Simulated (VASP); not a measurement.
NiCl:

```
CELL_PARAMETERS angstrom
3.45803 0.00000 0.00000
-1.72902 2.99475 0.00000
0.00000 0.00000 9.19918
ATOMIC_POSITIONS crystal
Ni 0.33333 0.66667 0.25000
Ni 0.66667 0.33333 0.75000
Cl 0.33333 0.66667 0.75000
Cl 0.66667 0.33333 0.25000
```

* Program: VASP 6.6.1
* Task: relaxation of cell and atoms
* Functional: PBE
* Potentials or basis: VASP PAW PBE potentials, release 64 (Ni, Cl)
* Cutoff: 600 eV
* k mesh: 6 × 6 × 2
* Occupations: gaussian, width 0.1 eV
* Spin: collinear spin, ferromagnetic start
* Starting moments: [0.19, 0.19, 0.02, 0.02] μB

At the start: pressure 14.3 GPa; volume 23.82 Å³/atom.

**Question.** Where does the relaxation end?

**Answer.** Over 3 steps the energy falls by 228.1 meV/atom and the volume is 28.04 Å³/atom (+17.7 %); space group P6_3/mmc (No. 194, to 0.1 Å) before and after; moment 1.10 μB per cell.

Step by step:
```csv
step,energy change (eV),largest force (eV/Å),pressure (GPa),volume (Å³)
1,0.0000,0.0000,14.30,95.27
2,-0.5970,0.0000,-4.11,126.81
3,-0.9124,0.0000,-0.15,112.17
```

Final structure:
```cif
data_structure
_symmetry_space_group_name_H-M 'P 1'
_symmetry_Int_Tables_number 1
_cell_length_a 3.7531
_cell_length_b 3.7531
_cell_length_c 9.1953
_cell_angle_alpha 90.000
_cell_angle_beta 90.000
_cell_angle_gamma 120.000
_cell_volume 112.17
loop_
_atom_site_label
_atom_site_type_symbol
_atom_site_fract_x
_atom_site_fract_y
_atom_site_fract_z
_atom_site_occupancy
Ni1 Ni 0.33333 0.66667 0.25000 1
Ni2 Ni 0.66667 0.33333 0.75000 1
Cl1 Cl 0.33333 0.66667 0.75000 1
Cl2 Cl 0.66667 0.33333 0.25000 1
```

Caveat: the volume moved by over 15 % at a fixed basis, so the end points are rough.
